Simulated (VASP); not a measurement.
MgCd2S3, 6 atoms in the cell. It takes space group P-4m2 (No. 115, tetragonal). The conventional cell has a = 3.796 Å, b = 3.796 Å, c = 8.433 Å, α = 90.00°, β = 90.00°, γ = 90.00°. Mg (site symmetry -4m2) has 4 S at 2.68 Å and 4 Cd at 2.90 Å within 3.5 Å. Cd (site symmetry 2mm) has 7 S at 2.88 to 3.01 Å and 2 Mg at 2.90 Å and 4 Cd at 3.80 Å within 3.8 Å. Within 3.8 Å of S (site symmetry 2mm) lie 5 Cd at 2.88 to 3.01 Å and 10 S at 3.33 to 3.80 Å and 2 Mg at 3.75 Å. S (site symmetry -4m2) has 4 Mg at 2.68 Å and 4 Cd at 2.90 Å within 3.5 Å. The cell was generated, and may not be a known phase.

```yaml
Program: VASP 6.6.1
Task: relaxation of cell and atoms
Functional: PBE
Potentials_or_basis: VASP PAW PBE potentials, release 64 (Mg, Cd, S)
Cutoff: 600 eV
k_mesh: 4 × 4 × 2
Occupations: gaussian, width 0.1 eV
Spin: no spin polarisation
Dipole_correction: no
Further_INCAR_settings: ALGO = Normal; EDIFF = 1e-06; IBRION = 2; EDIFFG = -0.04; NSW = 90; ISIF = 3
```

Potentials or basis: VASP PAW PBE potentials, release 64 (Mg, Cd, S).

The run is started by

```bash
$ cat potpaw_PBE.64/Mg/POTCAR potpaw_PBE.64/Cd/POTCAR potpaw_PBE.64/S/POTCAR > POTCAR
$ mpirun -np 1 vasp_std > vasp.out
```

Hardware: 1 thread of AMD EPYC 7R13 Processor (Zen 3), with other jobs on the host.

Q: How long does it take, and how much memory?

A: It took 9.7 min on 1 thread of AMD EPYC 7R13 Processor (Zen 3), with other jobs on the host, peak memory 0.25 GiB. Counts: scf iterations 234, k points 12, ion steps 27.
